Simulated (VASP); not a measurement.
# Si63O (a cell with a defect) in VASP: single point with PBE

Aim: the single point of Si63O (a cell with a defect) with PBE.

Everything below comes from runs of VASP 6.6.1. Logs are shortened: lines on timing, memory, paths and dates and some standing lists are left out, and cuts for length are marked.

### Step 1. The cell of the first run

The cell holds a defect, 64 atoms: a = 10.161 Å, b = 10.690 Å, c = 14.247 Å, α = 108.32°, β = 92.88°, γ = 109.83°.

### Step 2. Single point, PBE, collinear spin

File INCAR:

```
PREC = Accurate
ENCUT = 520
EDIFF = 1E-6
ISMEAR = 0
SIGMA = 0.05
LREAL = Auto
LASPH = T
NELM = 150
ALGO = Normal
ISIF = 2
LWAVE = F
LCHARG = F
ISPIN = 2
MAGMOM = 0.5 0 0 0 0 0 0 0 0 0 0 0 0 0 0 0 0 0 0 0 0.5 0 0 0 0 0 0 0.5 0 0 0 0 0.5 0 0 0 0 0 0 0 0 0 0 0 0 0 0 0 0 0 0 0 0 0 0.5 0 0 0 0 0 0 0 0 0
LORBIT = 11
GGA = PE
NBANDS = 171
```

File KPOINTS:

```
regular mesh
0
Gamma
  1 1 1
```

File POSCAR:

```
Si63O
1.0
    6.6508880000      6.6508890000      3.8447710000
   -9.9763330000      3.3254440000      1.9223860000
    3.3254440000     -9.9763330000      9.6119280000
O Si
1 63
Direct
    0.0647094852      0.8340418455      0.9328723092
    0.3739030771      0.7088645418      0.7069703399
    0.1387520618      0.7098138989      0.2067775974
    0.6337649303      0.4555770129      0.4552133670
    0.8908974077      0.2001436830      0.2015738937
    0.3847747238      0.4566118874      0.9558595965
    0.6358408479      0.2007881429      0.7071365263
    0.1331623384      0.4567328548      0.4555222219
    0.3903288288      0.2127070186      0.2011953870
    0.1336840405      0.2002841826      0.7021559170
    0.8853800338      0.9553326758      0.4482397933
    0.6382716068      0.9648222636      0.9566807322
    0.8760877485      0.6991029173      0.7069588210
    0.3837729140      0.9559118154      0.4626968298
    0.6314914728      0.7141114051      0.2024983596
    0.8847261412      0.4569438373      0.9544331730
    0.1192690526      0.5521445963      0.0458565418
    0.3652790832      0.2950123874      0.7958065579
    0.6209852519      0.0458038128      0.5465624138
    0.1220784160      0.2972602934      0.2970784170
    0.3494890891      0.0634570093      0.0344141266
    0.1160198158      0.0443859180      0.5415931193
    0.8708506844      0.8013113431      0.2847357993
    0.6096563305      0.7995029996      0.7954815669
    0.8666304129      0.5449395951      0.5464145346
    0.3692131358      0.8022436189      0.3007551128
    0.6148096776      0.5465177557      0.0477058978
    0.0950197456      0.7783543791      0.8146680394
    0.3662892266      0.5508834077      0.5476196935
    0.8706884551      0.2885689535      0.7999471697
    0.6237704216      0.3010236051      0.2943040982
    0.8815818085      0.0436358199      0.0392487364
    0.0733571552      0.1384849374      0.9630176020
    0.2767205670      0.8870515481      0.7215399653
    0.5484109070      0.6383534120      0.4583411625
    0.0554688385      0.8862856957      0.1920051783
    0.3000327544      0.6391586467      0.9568287409
    0.0441361711      0.6378177284      0.4564944350
    0.8045371037      0.3855672009      0.2047938222
    0.5418826010      0.3793687153      0.7041844549
    0.7944483234      0.1345375052      0.4530625470
    0.3008080157      0.3946207266      0.2095827837
    0.5480696605      0.1438693904      0.9578543316
    0.0415336432      0.3768211067      0.7051512256
    0.2961581676      0.1331639179      0.4529859718
    0.7973750647      0.8846438644      0.7080855288
    0.5359382491      0.8921040126      0.2030712452
    0.7836678172      0.6271675189      0.9517896317
    0.2007572693      0.6081224675      0.7961592928
    0.4535199980      0.3663716931      0.5444698812
    0.7071733868      0.1180674999      0.2922774269
    0.2087713647      0.3748953551      0.0494837190
    0.4541637864      0.1159944818      0.7962299174
    0.2132853713      0.1173236351      0.2907593773
    0.9615309908      0.8516697440      0.0229417250
    0.7139119358      0.8686796253      0.5456090872
    0.9580060270      0.6214154387      0.2943747191
    0.4451963478      0.8814304394      0.0420640841
    0.6928801746      0.6133627335      0.7932519626
    0.2018151625      0.8683125548      0.5542611671
    0.4615472508      0.6257455348      0.2989744991
    0.9552482608      0.3653977272      0.5457032553
    0.7105540486      0.3727135470      0.0478092644
    0.9699676797      0.1109788796      0.8006522884
```

Potentials or basis: VASP PAW PBE potentials, release 64 (O, Si).

Run with:

```sh
$ cat potpaw_PBE.64/O/POTCAR potpaw_PBE.64/Si/POTCAR > POTCAR
$ mpirun -np 1 vasp_gam > vasp.out
```

OUTCAR:

```text
PREC = Accurate
   ENCUT = 520
   EDIFF = 1E-6
   ISMEAR = 0
   LREAL = Auto
   LASPH = T
   NELM = 150
   ISIF = 2
   ISPIN = 2
   LORBIT = 11
   GGA = PE

 ion  position               nearest neighbor table
   1  0.065  0.834  0.933-  28 1.68  55 1.70
   2  0.374  0.709  0.707-  29 2.34  24 2.37  49 2.38  34 2.39
   3  0.139  0.710  0.207-  17 2.33  26 2.35  57 2.37  36 2.37
   4  0.634  0.456  0.455-  31 2.34  25 2.36  35 2.38  50 2.39
   5  0.891  0.200  0.202-  20 2.36  32 2.37  51 2.40  39 2.41
   6  0.385  0.457  0.956-  18 2.34  27 2.34  52 2.38  37 2.38
   7  0.636  0.201  0.707-  19 2.33  53 2.38  30 2.39  40 2.42
[... 11 lines left out ...]
  19  0.621  0.046  0.547-   7 2.33  14 2.36  56 2.38  41 2.38
  20  0.122  0.297  0.297-   8 2.33   5 2.36  54 2.38  42 2.39
  21  0.349  0.063  0.034-   9 2.33  43 2.37  58 2.48
  22  0.116  0.044  0.542-  10 2.32  11 2.35  60 2.38  45 2.38
  23  0.871  0.801  0.285-  11 2.36  15 2.38  57 2.41  36 2.44
  24  0.610  0.800  0.795-  12 2.35   2 2.37  59 2.40  46 2.41
  25  0.867  0.545  0.546-  13 2.34   4 2.36  62 2.38  38 2.39
  26  0.369  0.802  0.301-  14 2.34   3 2.35  61 2.37  47 2.39
  27  0.615  0.547  0.048-  15 2.32   6 2.34  48 2.35  63 2.37
  28  0.095  0.778  0.815-   1 1.68  13 2.36  49 2.36  34 2.51
  29  0.366  0.551  0.548-   2 2.34   8 2.36  35 2.39  50 2.41
  30  0.871  0.289  0.800-  16 2.33  44 2.38   7 2.39  64 2.44
  31  0.624  0.301  0.294-   4 2.34  51 2.37  39 2.38   9 2.38
  32  0.882  0.044  0.039-  33 2.36   5 2.37  55 2.40  12 2.42
  33  0.073  0.138  0.963-  52 2.30  32 2.36  64 2.38
  34  0.277  0.887  0.722-  53 2.36   2 2.39  60 2.39  28 2.51
  35  0.548  0.638  0.458-  61 2.34  56 2.34   4 2.38  29 2.39
  36  0.055  0.886  0.192-  54 2.36   3 2.37  55 2.41  23 2.44
  37  0.300  0.639  0.957-  49 2.33  58 2.37  17 2.38   6 2.38
  38  0.044  0.638  0.456-  60 2.35  57 2.36  25 2.39   8 2.40
  39  0.805  0.386  0.205-  63 2.33  57 2.35  31 2.38   5 2.41
[... 23 lines left out ...]
  63  0.711  0.373  0.048-  43 2.33  39 2.33  16 2.37  27 2.37
  64  0.970  0.111  0.801-  46 2.36  10 2.38  33 2.38  30 2.44

  LATTYP: Found a triclinic cell.
 ALAT       =    10.1612449887
 B/A-ratio  =     3.0241273988
 C/A-ratio  =     1.1803256044
 COS(alpha) =     0.0006103648
 COS(beta)  =     0.5449076326
 COS(gamma) =     0.7560318497

  Lattice vectors:

 A1 = (  -6.6508880000,  -6.6508890000,  -3.8447710000)
 A2 = ( -26.6035530000,  -0.0000010000, -15.3790840000)
 A3 = (   3.3254450000,  -9.9763330000,  -5.7671570000)

Analysis of symmetry for initial positions (statically):
=====================================================================
 Subroutine PRICEL returns:
 Original cell was already a primitive cell.

 Routine SETGRP: Setting up the symmetry group for a
 triclinic supercell.

 Subroutine GETGRP returns: Found  1 space group operations
 (whereof  1 operations were pure point group operations)
 out of a pool of  2 trial point group operations.

The static configuration has the point symmetry C_1 .

Analysis of symmetry for dynamics (positions and initial velocities):
=====================================================================
 Subroutine PRICEL returns:
 Original cell was already a primitive cell.

 Routine SETGRP: Setting up the symmetry group for a
 triclinic supercell.

 Subroutine GETGRP returns: Found  1 space group operations
 (whereof  1 operations were pure point group operations)
 out of a pool of  2 trial point group operations.

The dynamic configuration has the point symmetry C_1 .

Analysis of structural, dynamic, and magnetic symmetry:
=====================================================================
 Subroutine PRICEL returns:
 Original cell was already a primitive cell.

 Routine SETGRP: Setting up the symmetry group for a
 triclinic supercell.
[... 197 lines left out ...]
   ISTART =      0    job   : 0-new  1-cont  2-samecut
   ICHARG =      2    charge: 1-file 2-atom 10-const
   ISPIN  =      2    spin polarized calculation?
   LNONCOLLINEAR =      F non collinear calculations
   LSORBIT =      F    spin-orbit coupling
   LASPH  =      T    aspherical Exc in radial PAW
   ENCUT  =  520.0 eV  38.22 Ry    6.18 a.u.  18.89 19.88 26.49*2*pi/ulx,y,z
   NELM   =    150;   NELMIN=  2; NELMDL= -5     # of ELM steps
   EDIFF  = 0.1E-05   stopping-criterion for ELM
   LREAL  =      T    real-space projection
   EDIFFG = 0.1E-04   stopping-criterion for IOM
   NSW    =      0    number of steps for IOM
   IBRION =     -1    ionic relax: 0-MD 1-quasi-New 2-CG
   NFREE  =      0    steps in history (QN), initial steepest desc. (CG)
   ISIF   =      2    stress and relaxation
   ISYM   =      2    0-nonsym 1-usesym 2-fastsym
   POTIM  = 0.5000    time-step for ionic-motion
   TEBEG  =    0.0;   TEEND  =   0.0 temperature during run
   PSTRESS=    0.0 pullay stress
   NELECT =     258.0000    total number of electrons
   NUPDOWN=      -1.0000    fix difference up-down
   EMIN   =  10.00;   EMAX   =-10.00  energy-range for DOS
   EFERMI =   0.00;   METHOD = LEGACY
   ISMEAR =     0;   SIGMA  =   0.05  broadening in eV -4-tet -1-fermi 0-gaus
   EFERMI_NEDOS =   21; number of points for ismear=-14 and -15
   IALGO  =     38    algorithm
   IMIX   =      4    mixing-type and parameters
     AMIX     =   0.40;   BMIX     =  1.00
     AMIX_MAG =   1.60;   BMIX_MAG =  1.00
  volume/ion in A,a.u.               =      21.26       143.46
  Fermi-wavevector in a.u.,A,eV,Ry     =   0.940535  1.777353 12.035787  0.884605
  Thomas-Fermi vector in A             =   2.067956
   LORBIT       =     11    0 simple, 1 ext, 2 COOP (PROOUT), +10 PAW based schemes
   GGA     = PE    functional components
   LHFCALC =     F    Hartree Fock is set to
   AEXX    =    0.0000 exact exchange contribution
   IVDW    =     0    specifies the selected vdW correction
   LEPSILON=     F    determine dielectric tensor
   LRPA    =     F    only Hartree local field effects (RPA)
 spin polarized calculation
 Gauss-broadening in eV      SIGMA  =   0.05
  energy-cutoff  :      520.00
  volume of cell :     1360.57
 maximum number of plane-waves:     18321
 NGX is ok and might be reduce to    80
   NGX = 37   NGY = 39   NGZ = 53

 number of electron     257.9999996 magnetization       0.0000576

 Free energy of the ion-electron system (eV)
  ---------------------------------------------------
  ext. energy  EPLUGINS =         0.00000000
  ---------------------------------------------------
  free energy    TOTEN  =      -340.39710406 eV

  energy without entropy =     -340.39710406  energy(sigma->0) =     -340.39710406

 E-fermi :   5.1192     XC(G=0):  -9.0688

 val. band max:        4.8452173179   @ k =   0.0000   0.0000   0.0000
 cond. band min:       5.7133501169   @ k =   0.0000   0.0000   0.0000
 fundamental gap:      0.8681327989
 Fermi energy:         5.1192207345

 spin component 1

 k-point     1 :       0.0000    0.0000    0.0000
  band No.  band energies     occupation
      1     -15.1220      1.00000
      2      -6.5968      1.00000
      3      -6.0115      1.00000
      4      -5.9221      1.00000
      5      -5.6050      1.00000
      6      -5.5060      1.00000
[... 133 lines left out ...]
    140       6.7009      0.00000
    141       6.7993      0.00000
 Fermi energy:         5.1192207345

 spin component 2

 k-point     1 :       0.0000    0.0000    0.0000
  band No.  band energies     occupation
      1     -15.1220      1.00000
      2      -6.5969      1.00000
      3      -6.0115      1.00000
      4      -5.9221      1.00000
      5      -5.6050      1.00000
      6      -5.5060      1.00000
[... 133 lines left out ...]
    140       6.7009      0.00000
    141       6.7993      0.00000
 [bands above 141 left out]

------------------------ aborting loop because EDIFF is reached ----------------------------------------

  FORCE on cell =-STRESS in cart. coord.  units (eV):
  Direction    XX          YY          ZZ          XY          YZ          ZX
  --------------------------------------------------------------------------------------
  -------------------------------------------------------------------------------------
  Total       -5.2536658     -0.6267097     11.0890924     -8.3407263      1.1516157    -10.2727925
  in kB       -6.1866163     -0.7380014     13.0583030     -9.8218797      1.3561206    -12.0970438
  external PRESSURE =       2.0445618 kB  Pullay stress =       0.0000000 kB

 VOLUME and BASIS-vectors are now :
 -----------------------------------------------------------------------------
  energy-cutoff  :      520.00
  volume of cell :     1360.57
      direct lattice vectors                 reciprocal lattice vectors
     6.650888000  6.650889000  3.844771000     0.037588962  0.075177924  0.065023377
    -9.976333000  3.325444000  1.922386000    -0.075177924  0.037588958  0.065023369
     3.325444000 -9.976333000  9.611928000     0.000000004 -0.037588961  0.065023374

 POSITION                                       TOTAL-FORCE (eV/Angst)
 -----------------------------------------------------------------------------------
     -4.78809     -6.10271     10.81884        -0.017296     -0.026130      0.015369
     -2.23409     -2.20889      9.59563        -0.002025      0.000995     -0.004558
     -5.47089      1.22039      3.88554         0.002006      0.003460     -0.001300
      1.18390      1.18874      7.68795        -0.001044     -0.001045     -0.003936
      4.59888      4.57986      5.74756         0.002024      0.002332     -0.001846
      1.18244     -5.45844     11.54481         0.000463     -0.007451      0.001342
[... 56 lines left out ...]
      1.16649      5.48829      3.90796         0.000590     -0.001167     -0.000817
      8.00651     -1.16737     11.63846        -0.004107     -0.009169     -0.001640
 -----------------------------------------------------------------------------------
    total drift:                               -0.018122     -0.004949      0.001085

  FREE ENERGIE OF THE ION-ELECTRON SYSTEM (eV)
  ---------------------------------------------------
  free  energy   TOTEN  =      -340.3971040648 eV

  energy  without entropy=     -340.3971040648  energy(sigma->0) =     -340.39710406

 total charge

# of ion       s       p       d       tot
------------------------------------------
    1        1.559   3.578   0.000   5.137
    2        0.749   0.926   0.000   1.675
    3        0.751   0.935   0.000   1.686
    4        0.753   0.925   0.000   1.678
    5        0.750   0.911   0.000   1.662
    6        0.751   0.934   0.000   1.685
[... 56 lines left out ...]
   63        0.756   0.936   0.000   1.692
   64        0.758   0.902   0.000   1.660
--------------------------------------------------
tot         49.107  61.422   0.000 110.529

 magnetization (x)

# of ion       s       p       d       tot
------------------------------------------
    1        0.000  -0.000   0.000  -0.000
    2       -0.000  -0.000   0.000  -0.000
    3       -0.000   0.000   0.000   0.000
    4       -0.000  -0.000   0.000  -0.000
    5        0.000   0.000   0.000   0.000
    6       -0.000   0.000   0.000   0.000
[... 56 lines left out ...]
   63       -0.000   0.000   0.000  -0.000
   64        0.000   0.000   0.000   0.000
--------------------------------------------------
tot         -0.000  -0.000   0.000  -0.000
```

Wall time 40 min (1 thread of Intel Xeon 8259CL, shared host); peak memory 1.6 GiB.

Results:

| Item | Value |
| --- | --- |
| Free energy | -340.3971 eV |
| Pressure | 0.2 GPa |
| Largest force | 0.052 eV/Å |
| Band gap on the k mesh | 0.87 eV |
| Net moment | 0.00 μB per cell |
| Valence electrons inside the program's atomic spheres | O 5.14; Si 1.68, 1.69, 1.66, 1.67, 1.60, 1.65, 1.70, 1.59, 1.63, 1.64 (each value once) |

Forces in eV/Å, atoms in the order of the input:
```
O   -0.017 -0.026  0.015
Si  -0.002  0.001 -0.005
Si   0.002  0.003 -0.001
Si  -0.001 -0.001 -0.004
Si   0.002  0.002 -0.002
Si   0.000 -0.007  0.001
Si   0.003  0.001 -0.003
Si   0.003  0.004 -0.004
Si   0.001 -0.001 -0.002
Si  -0.002  0.004  0.004
Si  -0.002  0.000 -0.002
Si  -0.006  0.000  0.005
Si  -0.001 -0.004  0.008
Si   0.000  0.001 -0.001
Si   0.000 -0.001  0.004
Si  -0.005  0.000  0.003
Si   0.004  0.000  0.003
Si   0.000  0.005  0.003
Si   0.003 -0.001  0.002
Si   0.000 -0.003 -0.001
Si   0.009  0.016  0.003
Si  -0.002  0.002 -0.003
Si  -0.001 -0.001  0.009
Si   0.001 -0.002  0.007
Si  -0.002  0.001  0.008
Si   0.003 -0.003 -0.006
Si  -0.002  0.005 -0.008
Si   0.008  0.031 -0.041
Si  -0.001 -0.001  0.002
Si  -0.002 -0.004  0.003
Si  -0.003  0.000  0.002
Si   0.004  0.003 -0.008
Si  -0.003 -0.005 -0.003
Si   0.003  0.011  0.006
Si   0.003  0.000  0.003
Si  -0.004 -0.009 -0.001
Si   0.003 -0.001 -0.004
Si   0.002 -0.002  0.000
Si   0.004 -0.003  0.002
Si  -0.006  0.002  0.003
Si   0.004 -0.004 -0.001
Si  -0.001  0.001 -0.005
Si  -0.004 -0.013 -0.005
Si  -0.004 -0.003 -0.002
Si   0.000 -0.002 -0.001
Si   0.003  0.001 -0.007
Si   0.004  0.005 -0.003
Si  -0.003 -0.003  0.002
Si   0.001  0.002  0.012
Si   0.006  0.002 -0.001
Si  -0.002  0.002  0.002
Si  -0.001  0.003 -0.001
Si   0.000 -0.005  0.004
Si  -0.001  0.002 -0.001
Si   0.014  0.004  0.021
Si  -0.004  0.000  0.000
Si   0.001  0.002 -0.008
Si  -0.007 -0.004  0.007
Si   0.005  0.001 -0.004
Si  -0.002 -0.005 -0.002
Si   0.001  0.002  0.002
Si  -0.003  0.003 -0.002
Si   0.001 -0.001 -0.001
Si  -0.004 -0.009 -0.002
```

Caveat: the k points lie up to 0.67 Å⁻¹ apart.
